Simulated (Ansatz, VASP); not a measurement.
MoW5 in VASP and in Ansatz

```xyz
12
Lattice="3.1789 0.0000 0.0000 0.0000 3.1787 0.0000 -0.0001 0.0003 19.0907" Properties=species:S:1:pos:R:3 pbc="T T T"
Mo    1.5893    1.5896    4.7721
Mo    1.5893    1.5894   14.3186
W     0.0000    0.0002    6.3579
W     0.0000   -0.0001   15.9044
W     1.5895    1.5896    7.9497
W     1.5895    1.5893   17.4960
W     0.0001    0.0000    0.0002
W     0.0001    0.0002    9.5452
W     1.5896    1.5896    1.5951
W     1.5894    1.5896   11.1407
W    -0.0001    0.0002    3.1864
W    -0.0002    0.0001   12.7326
```

Change from the starting cell: cell x2, atoms moved at random (sigma 0.05 Å) and cell strained at random (1.5 %), then relaxed without symmetry.

Alike in both runs: functional PBE; k mesh 6 × 6 × 1; occupations gaussian, width 0.2 eV; no spin polarisation.

Ansatz relaxed the structure, and its values are those at the end. VASP's run is a single point on that final structure, the one shown.

|  | VASP | Ansatz |
| --- | --- | --- |
| version | VASP 6.6.1 | Ansatz 0.2.0 |
| potentials or method | VASP PAW PBE potentials, release 64 (Mo_sv, W_sv), cutoff 520 eV | scalar-relativistic, plane waves, PAW |
| valence electrons in the cell | 168 | 168 |

Ansatz gave:

```
gap on the k mesh at the Fermi level (eV) : none
pressure (GPa)                            : -0.2
```

Q: What did VASP give for the same quantities?

A: gap on the k mesh at the Fermi level (eV): none; pressure (GPa): 0.3.

A gap of «none» marks a metal or a gap that the smearing closes. The functional is the same, so the differences come from potentials, cutoffs and numerics.

Neither program's run includes spin-orbit coupling.
